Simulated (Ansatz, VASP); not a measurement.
## One calculation of ZnS, two programs

INCAR

```
SYSTEM = ZnS
  PREC = Accurate
  ENCUT = 520
  EDIFF = 1E-7
  ISMEAR = 0
  SIGMA = 0.05
  LREAL = .False.
  LASPH = .True.
  NELM = 60
  ALGO = Normal
  ISIF = 2
  LWAVE = .False.
  LCHARG = .False.
  GGA = PE
  NBANDS = 26
```

The input KPOINTS:

```
regular mesh
0
Gamma
  9 9 6
  0 0 0
```

The input POSCAR:

```
ZnS
1.0
    3.6544925841      0.0000000000      0.0000000000
   -1.8272462920      3.1648834158      0.0000000000
    0.0000000000      0.0000000000      6.5612759854
Zn S
2 2
Direct
    0.3333333333      0.6666666667      0.0052003725
    0.6666666667      0.3333333333      0.5052003725
    0.3333333333      0.6666666667      0.3797996275
    0.6666666667      0.3333333333      0.8797996275
```

Input for Ansatz:

```yaml
crystal:
  lattice:
    - [3.6544925841, 0.0, 0.0]
    - [-1.827246292, 3.1648834158, 0.0]
    - [0.0, 0.0, 6.5612759854]
  atoms:
    - { symbol: Zn, position: [0.3333333333, 0.6666666667, 0.0052003725] }
    - { symbol: Zn, position: [0.6666666667, 0.3333333333, 0.5052003725] }
    - { symbol: S, position: [0.3333333333, 0.6666666667, 0.3797996275] }
    - { symbol: S, position: [0.6666666667, 0.3333333333, 0.8797996275] }
basis:
  ecutwfc: 520.0
kpoints:
  mp_grid: { grid: [9, 9, 6] }
hamiltonian:
  xc: pbe
scf:
  occupations: { method: gaussian, width: 0.05 }
output:
  forces: true
  stress: true
  eigenvalues: true
```

Alike in both runs: task single point; functional PBE; k mesh 9 × 9 × 6; occupations gaussian, width 0.05 eV; no spin polarisation.

|  | VASP | Ansatz |
| --- | --- | --- |
| version | VASP 6.6.1 | Ansatz 0.2.0 |
| potentials or method | VASP PAW PBE potentials, release 64 (Zn, S), cutoff 520 eV | scalar-relativistic, plane waves, PAW |
| valence electrons in the cell | 36 | 36 |

```csv
,VASP,Ansatz,Ansatz less VASP
gap on the k mesh at the Fermi level (eV),1.99,1.99,-0.003
least direct gap on the mesh (eV),1.99,1.99,-0.003
pressure (GPa),6.1,5.9,-0.18
"traceless stress, the component that is largest in VASP (GPa)",-8.73,-8.68,+0.049
rms of the force components (eV/Å),0.324,0.319,-0.0053
```

Atom by atom the forces differ by 0.005 eV/Å (rms over components).
